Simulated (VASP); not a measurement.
# Fe (Im-3m) in VASP: notebook

Fe is run at these levels: PBE; tasks: single point.

Everything below comes from runs of VASP 6.6.1. Logs are shortened: lines on timing, memory, paths and dates and some standing lists are left out, and cuts for length are marked.

## Step 1: The cell of the first run

The structure is cubic, space group Im-3m (No. 229). Conventional cell: a = 2.895 Å, b = 2.895 Å, c = 2.895 Å, α = 90.00°, β = 90.00°, γ = 90.00°. Within 3.3 Å of Fe (site symmetry m-3m) lie 14 Fe at 2.51 to 2.90 Å.

## Step 2: Single point, PBE, collinear spin, ferromagnetic start

Input file INCAR:

```
PREC     = Accurate       # precision mode
ENCUT    = 600            # plane-wave cutoff, eV
EDIFF    = 1E-6           # SCF threshold, eV
ISMEAR   = -1             # smearing method
SIGMA    = 0.05           # smearing width, eV
LREAL    = False          # projectors in reciprocal space
LASPH    = True           # aspherical terms in the spheres
NELM     = 200            # most SCF steps
ALGO     = Normal         # electronic algorithm
ISIF     = 2              # what is computed and relaxed
LWAVE    = False          # write WAVECAR
LCHARG   = True           # write CHGCAR
ISPIN    = 2              # spin polarisation
MAGMOM   = 3.12           # initial moments
LORBIT   = 11             # projections on sites
NUPDOWN  = 3.12           # fixed moment
LMAXMIX  = 4              # l up to which the mixer works
GGA      = PE             # functional
LELF     = True           # ELF
LVHAR    = True         
NBANDS   = 14             # bands
GGA_COMPAT= False
```

Input file KPOINTS:

```
Automatic mesh
0
Gamma
  13 13 13
```

Input file POSCAR:

```
Fe
1.0
   -1.4475000000      1.4475000000      1.4475000000
    1.4475000000     -1.4475000000      1.4475000000
    1.4475000000      1.4475000000     -1.4475000000
Fe
1
Direct
    0.0000000000      0.0000000000      0.0000000000
```

Potentials or basis: VASP PAW PBE potentials, release 64 (Fe).

On the command line:

```console
$ cat potpaw_PBE.64/Fe/POTCAR > POTCAR
$ mpirun -np 1 vasp_std > vasp.out
```

OUTCAR:

```text
PREC = Accurate
   ENCUT = 600
   EDIFF = 1E-6
   ISMEAR = -1
   LREAL = False
   LASPH = True
   NELM = 200
   ISIF = 2
   ISPIN = 2
   LORBIT = 11
   NUPDOWN = 3.12
   GGA = PE

 ion  position               nearest neighbor table
   1  0.000  0.000  0.000-

  LATTYP: Found a body centered cubic cell.
 ALAT       =     2.8950000000

  Lattice vectors:

 A1 = (  -1.4475000000,   1.4475000000,   1.4475000000)
 A2 = (   1.4475000000,  -1.4475000000,   1.4475000000)
 A3 = (   1.4475000000,   1.4475000000,  -1.4475000000)

Analysis of symmetry for initial positions (statically):
=====================================================================
 Subroutine PRICEL returns:
 Original cell was already a primitive cell.

 Routine SETGRP: Setting up the symmetry group for a
 body centered cubic supercell.

 Subroutine GETGRP returns: Found 48 space group operations
 (whereof 48 operations were pure point group operations)
 out of a pool of 48 trial point group operations.

The static configuration has the point symmetry O_h .

Analysis of symmetry for dynamics (positions and initial velocities):
=====================================================================
 Subroutine PRICEL returns:
 Original cell was already a primitive cell.

 Routine SETGRP: Setting up the symmetry group for a
 body centered cubic supercell.

 Subroutine GETGRP returns: Found 48 space group operations
 (whereof 48 operations were pure point group operations)
 out of a pool of 48 trial point group operations.

The dynamic configuration has the point symmetry O_h .

Analysis of structural, dynamic, and magnetic symmetry:
=====================================================================
 Subroutine PRICEL returns:
 Original cell was already a primitive cell.

 Routine SETGRP: Setting up the symmetry group for a
 body centered cubic supercell.

 Subroutine GETGRP returns: Found 48 space group operations
 (whereof 48 operations were pure point group operations)
 out of a pool of 48 trial point group operations.

The overall configuration has the point symmetry O_h .

 Subroutine INISYM returns: Found 48 space group operations
 (whereof 48 operations are pure point group operations),
 and found     1 'primitive' translations

----------------------------------------------------------------------------------------

                                     Primitive cell

  volume of cell :      12.1315

  direct lattice vectors                    reciprocal lattice vectors
    -1.447500000  1.447500000  1.447500000     0.000000000  0.345423143  0.345423143
     1.447500000 -1.447500000  1.447500000     0.345423143  0.000000000  0.345423143
     1.447500000  1.447500000 -1.447500000     0.345423143  0.345423143  0.000000000

  length of vectors
     2.507143544  2.507143544  2.507143544     0.488502094  0.488502094  0.488502094

  position of ions in fractional coordinates (direct lattice)
     0.000000000  0.000000000  0.000000000

  ion indices of the primitive-cell ions
   primitive index   ion index
                 1           1

----------------------------------------------------------------------------------------

 KPOINTS: Automatic mesh

Automatic generation of k-mesh.
 Grid dimensions read from file:
 generate k-points for:   13   13   13

 Generating k-lattice:

  Cartesian coordinates                     Fractional coordinates (reciprocal lattice)
     0.000000000  0.026571011  0.026571011     0.076923077  0.000000000  0.000000000
     0.026571011  0.000000000  0.026571011     0.000000000  0.076923077  0.000000000
     0.026571011  0.026571011  0.000000000     0.000000000  0.000000000  0.076923077

  Length of vectors
     0.037577084  0.037577084  0.037577084

  Shift w.r.t. Gamma in fractional coordinates (k-lattice)
     0.000000000  0.000000000  0.000000000

 Subroutine IBZKPT returns following result:
 ===========================================

 Found     84 irreducible k-points:

 Following reciprocal coordinates:
            Coordinates               Weight
  0.000000  0.000000  0.000000      1.000000
  0.076923  0.000000  0.000000     12.000000
  0.153846  0.000000  0.000000     12.000000
  0.230769  0.000000  0.000000     12.000000
  0.307692  0.000000  0.000000     12.000000
  0.384615  0.000000  0.000000     12.000000
[... 16 lines left out ...]
  0.153846  0.076923  0.076923     24.000000
  0.230769  0.076923  0.076923     24.000000
 [... further k-points ...]
   k-points           NKPTS =     84   k-points in BZ     NKDIM =     84   number of bands    NBANDS=     14
   number of dos      NEDOS =    301   number of ions     NIONS =      1
   total plane-waves  NPLWV =   8000
   dimension x,y,z NGX =    20 NGY =   20 NGZ =   20
   dimension x,y,z NGXF=    40 NGYF=   40 NGZF=   40
   ions per type =               1
   NGX,Y,Z   is equivalent  to a cutoff of  13.26, 13.26, 13.26 a.u.
   NGXF,Y,Z  is equivalent  to a cutoff of  26.52, 26.52, 26.52 a.u.
 SYSTEM =  unknown system
   PREC   = accura    normal or accurate (medium, high low for compatibility)
   ISTART =      0    job   : 0-new  1-cont  2-samecut
   ICHARG =      2    charge: 1-file 2-atom 10-const
   ISPIN  =      2    spin polarized calculation?
   LNONCOLLINEAR =      F non collinear calculations
   LSORBIT =      F    spin-orbit coupling
   LASPH  =      T    aspherical Exc in radial PAW
   ENCUT  =  600.0 eV  44.10 Ry    6.64 a.u.   5.01  5.01  5.01*2*pi/ulx,y,z
   NELM   =    200;   NELMIN=  2; NELMDL= -5     # of ELM steps
   EDIFF  = 0.1E-05   stopping-criterion for ELM
   LREAL  =      F    real-space projection
   EDIFFG = 0.1E-04   stopping-criterion for IOM
   NSW    =      0    number of steps for IOM
   IBRION =     -1    ionic relax: 0-MD 1-quasi-New 2-CG
   NFREE  =      0    steps in history (QN), initial steepest desc. (CG)
   ISIF   =      2    stress and relaxation
   ISYM   =      2    0-nonsym 1-usesym 2-fastsym
   POTIM  = 0.5000    time-step for ionic-motion
   TEBEG  =    0.0;   TEEND  =   0.0 temperature during run
   PSTRESS=    0.0 pullay stress
   NELECT =       8.0000    total number of electrons
   NUPDOWN=       3.1200    fix difference up-down
   EMIN   =  10.00;   EMAX   =-10.00  energy-range for DOS
   EFERMI =   0.00;   METHOD = LEGACY
   ISMEAR =    -1;   SIGMA  =   0.05  broadening in eV -4-tet -1-fermi 0-gaus
   EFERMI_NEDOS =   21; number of points for ismear=-14 and -15
   IALGO  =     38    algorithm
   IMIX   =      4    mixing-type and parameters
     AMIX     =   0.40;   BMIX     =  1.00
     AMIX_MAG =   1.60;   BMIX_MAG =  1.00
  volume/ion in A,a.u.               =      12.13        81.87
  Fermi-wavevector in a.u.,A,eV,Ry     =   1.424950  2.692765 27.626387  2.030482
  Thomas-Fermi vector in A             =   2.545386
   LORBIT       =     11    0 simple, 1 ext, 2 COOP (PROOUT), +10 PAW based schemes
   GGA     = PE    functional components
   LHFCALC =     F    Hartree Fock is set to
   AEXX    =    0.0000 exact exchange contribution
   IVDW    =     0    specifies the selected vdW correction
   LEPSILON=     F    determine dielectric tensor
   LRPA    =     F    only Hartree local field effects (RPA)
 spin polarized calculation
  energy-cutoff  :      600.00
  volume of cell :       12.13
 maximum number of plane-waves:       420
   NGX =  9   NGY =  9   NGZ =  9

 number of electron       7.9999995 magnetization       3.1199997

 Free energy of the ion-electron system (eV)
  ---------------------------------------------------
  ext. energy  EPLUGINS =         0.00000000
  ---------------------------------------------------
  free energy    TOTEN  =        -7.90476217 eV

  energy without entropy =       -7.89441443  energy(sigma->0) =       -7.89958830

 E-fermi :   5.0055     XC(G=0): -12.7368

 val. band max:        7.0336217297   @ k =   0.3846   0.0769   0.0769
 cond. band min:       5.0065899068   @ k =  -0.3846   0.3846   0.0769
 fundamental gap:     -2.0270318229
 Fermi energy:         7.0822698577

 spin component 1

 k-point     1 :       0.0000    0.0000    0.0000
  band No.  band energies     occupation
      1      -3.0734      1.00000
      2       2.6297      1.00000
      3       2.6297      1.00000
      4       2.6297      1.00000
      5       3.8928      1.00000
      6       3.8928      1.00000
      7      29.3540      0.00000
      8      29.3540      0.00000
      9      29.3540      0.00000
     10      34.0905      0.00000
     11      34.0905      0.00000
     12      35.8915      0.00000
     13      35.8916      0.00000
     14      36.0426      0.00000
[... 375 lines left out ...]
 k-point    24 :       0.2308    0.0769    0.0769
  band No.  band energies     occupation
      1       0.1833      1.00000
      2       1.9015      1.00000
      3       2.3132      1.00000
      4       3.8108      1.00000
      5       3.9786      1.00000
      6       4.8653      1.00000
      7      17.7191      0.00000
      8      21.7911      0.00000
      9      23.3243      0.00000
     10      30.8782      0.00000
     11      34.5090      0.00000
     12      36.8306      0.00000
     13      38.6343      0.00000
     14      41.8384      0.00000

 [... further k-points ...]

 spin component 2

 k-point     1 :       0.0000    0.0000    0.0000
  band No.  band energies     occupation
      1      -2.5011      1.00000
      2       5.4676      0.00010
      3       5.4677      0.00010
      4       5.4677      0.00010
      5       7.1711      0.00000
      6       7.1711      0.00000
      7      29.4629      0.00000
      8      29.4629      0.00000
      9      29.4629      0.00000
     10      34.5447      0.00000
     11      34.5447      0.00000
     12      37.2015      0.00000
     13      37.2020      0.00000
     14      37.6139      0.00000
[... 375 lines left out ...]
 k-point    24 :       0.2308    0.0769    0.0769
  band No.  band energies     occupation
      1       1.0916      1.00000
      2       4.5102      0.99995
      3       4.6618      0.99897
      4       7.0311      0.00000
      5       7.2946      0.00000
      6       7.7541      0.00000
      7      18.9713      0.00000
      8      22.5975      0.00000
      9      24.5426      0.00000
     10      31.3329      0.00000
     11      35.5478      0.00000
     12      37.4712      0.00000
     13      39.3663      0.00000
     14      42.8128      0.00000

 [... further k-points ...]
[... 5 lines left out ...]
  --------------------------------------------------------------------------------------
  -------------------------------------------------------------------------------------
  Total        0.8132713      0.8132713      0.8132713      0.0000000     -0.0000000      0.0000000
  in kB      107.4064371    107.4064371    107.4064371      0.0000000     -0.0000000      0.0000000
  external PRESSURE =     107.4064371 kB  Pullay stress =       0.0000000 kB

 VOLUME and BASIS-vectors are now :
 -----------------------------------------------------------------------------
  energy-cutoff  :      600.00
  volume of cell :       12.13
      direct lattice vectors                 reciprocal lattice vectors
    -1.447500000  1.447500000  1.447500000     0.000000000  0.345423143  0.345423143
     1.447500000 -1.447500000  1.447500000     0.345423143  0.000000000  0.345423143
     1.447500000  1.447500000 -1.447500000     0.345423143  0.345423143  0.000000000

 POSITION                                       TOTAL-FORCE (eV/Angst)
 -----------------------------------------------------------------------------------
      0.00000      0.00000      0.00000         0.000000      0.000000      0.000000
 -----------------------------------------------------------------------------------
    total drift:                                0.000000     -0.000000      0.000000

  FREE ENERGIE OF THE ION-ELECTRON SYSTEM (eV)
  ---------------------------------------------------
  free  energy   TOTEN  =        -7.9047621658 eV

  energy  without entropy=       -7.8944144268  energy(sigma->0) =       -7.89958830

 total charge

# of ion       s       p       d       tot
------------------------------------------
    1        0.486   0.519   6.125   7.130

 magnetization (x)

# of ion       s       p       d       tot
------------------------------------------
    1        0.013   0.031   3.018   3.061
```

Run time: 57 s. Hardware: 1 thread of Intel Xeon 8259CL, shared host; peak memory 0.15 GiB.

Results:

- Free energy: -7.9048 eV
- Pressure: 10.7 GPa
- Net moment: 3.12 μB per cell
- Site moments: Fe +3.06 μB
- Valence electrons inside the program's atomic spheres: Fe 7.13

Caveat: the total moment is fixed, so each spin has its own Fermi level.

## Step 3: Single point, PBE, collinear spin, ferromagnetic start

Input file INCAR:

```
PREC = Accurate ; ENCUT = 600
EDIFF = 1E-6 ; ISMEAR = -1
SIGMA = 0.05 ; LREAL = F
LASPH = T ; NELM = 200
ALGO = Normal ; ISIF = 2
LWAVE = F ; LCHARG = T
ISPIN = 2 ; MAGMOM = 4.16
LORBIT = 11 ; NUPDOWN = 4.16
LMAXMIX = 4 ; GGA = PE
LELF = T ; LVHAR = T
NBANDS = 14 ; GGA_COMPAT = F
```

KPOINTS is that of step 2.

POSCAR is that of step 2.

Potentials or basis: VASP PAW PBE potentials, release 64 (Fe).

On the command line:

```console
$ cat potpaw_PBE.64/Fe/POTCAR > POTCAR
$ mpirun -np 1 vasp_std > vasp.out
```

OUTCAR:

```text
PREC = Accurate
   ENCUT = 600
   EDIFF = 1E-6
   ISMEAR = -1
   LREAL = F
   LASPH = T
   NELM = 200
   ISIF = 2
   ISPIN = 2
   LORBIT = 11
   NUPDOWN = 4.16
   GGA = PE

 ion  position               nearest neighbor table
   1  0.000  0.000  0.000-

  LATTYP: Found a body centered cubic cell.
 ALAT       =     2.8950000000

  Lattice vectors:

 A1 = (  -1.4475000000,   1.4475000000,   1.4475000000)
 A2 = (   1.4475000000,  -1.4475000000,   1.4475000000)
 A3 = (   1.4475000000,   1.4475000000,  -1.4475000000)

Analysis of symmetry for initial positions (statically):
=====================================================================
 Subroutine PRICEL returns:
 Original cell was already a primitive cell.

 Routine SETGRP: Setting up the symmetry group for a
 body centered cubic supercell.

 Subroutine GETGRP returns: Found 48 space group operations
 (whereof 48 operations were pure point group operations)
 out of a pool of 48 trial point group operations.

The static configuration has the point symmetry O_h .

Analysis of symmetry for dynamics (positions and initial velocities):
[... 595 lines left out ...]
      3       5.6446      0.00000
      4       5.6446      0.00000
      5       7.1869      0.00000
      6       7.1869      0.00000
      7      30.0636      0.00000
      8      30.0636      0.00000
      9      30.0636      0.00000
     10      35.0292      0.00000
     11      35.0292      0.00000
     12      37.6746      0.00000
     13      37.9352      0.00000
     14      37.9352      0.00000
[... 379 lines left out ...]
      3       4.9011      0.21758
      4       7.0762      0.00000
      5       7.3083      0.00000
      6       7.9057      0.00000
      7      19.3667      0.00000
      8      23.0598      0.00000
      9      24.9776      0.00000
     10      31.8830      0.00000
     11      36.0059      0.00000
     12      37.9712      0.00000
     13      39.8677      0.00000
     14      43.2916      0.00000

 [... further k-points ...]
[... 5 lines left out ...]
  --------------------------------------------------------------------------------------
  -------------------------------------------------------------------------------------
  Total        4.3041737      4.3041737      4.3041737      0.0000000      0.0000000     -0.0000000
  in kB      568.4400379    568.4400379    568.4400379      0.0000000      0.0000000     -0.0000000
  external PRESSURE =     568.4400379 kB  Pullay stress =       0.0000000 kB

 VOLUME and BASIS-vectors are now :
 -----------------------------------------------------------------------------
  energy-cutoff  :      600.00
  volume of cell :       12.13
      direct lattice vectors                 reciprocal lattice vectors
    -1.447500000  1.447500000  1.447500000     0.000000000  0.345423143  0.345423143
     1.447500000 -1.447500000  1.447500000     0.345423143  0.000000000  0.345423143
     1.447500000  1.447500000 -1.447500000     0.345423143  0.345423143  0.000000000

 POSITION                                       TOTAL-FORCE (eV/Angst)
 -----------------------------------------------------------------------------------
      0.00000      0.00000      0.00000        -0.000000      0.000000      0.000000
 -----------------------------------------------------------------------------------
    total drift:                                0.000000     -0.000000      0.000000

  FREE ENERGIE OF THE ION-ELECTRON SYSTEM (eV)
  ---------------------------------------------------
  free  energy   TOTEN  =        -5.6825403771 eV

  energy  without entropy=       -5.6700151474  energy(sigma->0) =       -5.67627776

 total charge

# of ion       s       p       d       tot
------------------------------------------
    1        0.536   0.623   5.943   7.102

 magnetization (x)

# of ion       s       p       d       tot
------------------------------------------
    1        0.080   0.269   3.578   3.927
```

stdout:

```text
POSCAR found type information on POSCAR Fe
 POSCAR found :  1 types and       1 ions
 scaLAPACK will be used
 LDA part: xc-table for (Slater+PW92), standard interpolation
 POSCAR, INCAR and KPOINTS ok, starting setup
 FFT: planning ... GRIDC
 FFT: planning ... GRID_SOFT
 FFT: planning ... GRID
 WAVECAR not read
 entering main loop
```

It took 49 s on 1 thread of Intel Xeon 8259CL, shared host; peak memory 0.15 GiB.

What came out:

| Item | Value |
| --- | --- |
| Free energy | -5.6825 eV |
| Pressure | 56.8 GPa |
| Net moment | 4.16 μB per cell |
| Site moments | Fe +3.93 μB |
| Valence electrons inside the program's atomic spheres | Fe 7.10 |

Caveat: the total moment is fixed, so each spin has its own Fermi level.
